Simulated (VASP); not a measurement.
## TaS2: single point with RPBE

Crystal: TaS2.

```xyz
3
Lattice="3.4157 0.0000 0.0000 -1.7079 2.9581 0.0000 0.0000 0.0000 5.9749" Properties=species:S:1:pos:R:3 pbc="T T T"
Ta    0.0000    0.0000    0.0000
S     1.7079    0.9860    4.4812
S     0.0000    1.9721    1.4937
```

| Item | Value |
| --- | --- |
| Program | VASP 6.6.1 |
| Task | single point |
| Functional | RPBE |
| Potentials or basis | VASP PAW PBE potentials, release 64 (Ta_pv, S) |
| Cutoff | 500 eV |
| k mesh | 9 × 9 × 5 |
| Occupations | fermi-dirac, width 0.05 eV |
| Spin | no spin polarisation |

```
Pressure               : 3.3 GPa
Largest force          : 0.361 eV/Å
Band gap on the k mesh : zero (an odd number of electrons rules out a gap without spin polarisation)
```

Forces on the atoms (eV/Å):
```
Ta   0.000  0.000  0.000
S    0.000  0.000 -0.361
S    0.000  0.000  0.361
```

Stress tensor (GPa, compression positive):
```
1.74 0.00 0.00
0.00 1.74 0.00
0.00 0.00 6.48
```

Levels at points of the mesh, in eV from the Fermi level:
| k point | band 8 | band 9 | band 10 | band 11 | band 12 | band 13 | band 14 | band 15 |
| --- | --- | --- | --- | --- | --- | --- | --- | --- |
| (0.00, 0.00, 0.00) | -4.08 | -1.39 | -0.89 | -0.89 | 0.06 | 0.06 | 0.32 | 3.82 |

It took 55 s on 1 thread of AMD EPYC 7R13 Processor (Zen 3), with other jobs on the host, peak memory 0.18 GiB.

Caveat: the cell stands under pressure; the PAW data sets were made with another functional, which shifts forces and pressure a little; spin-orbit coupling is left out, which moves the levels of the heavy elements; this functional lacks dispersion, which binds layers or chains, so the pressure and a relaxed spacing across them are unreliable.
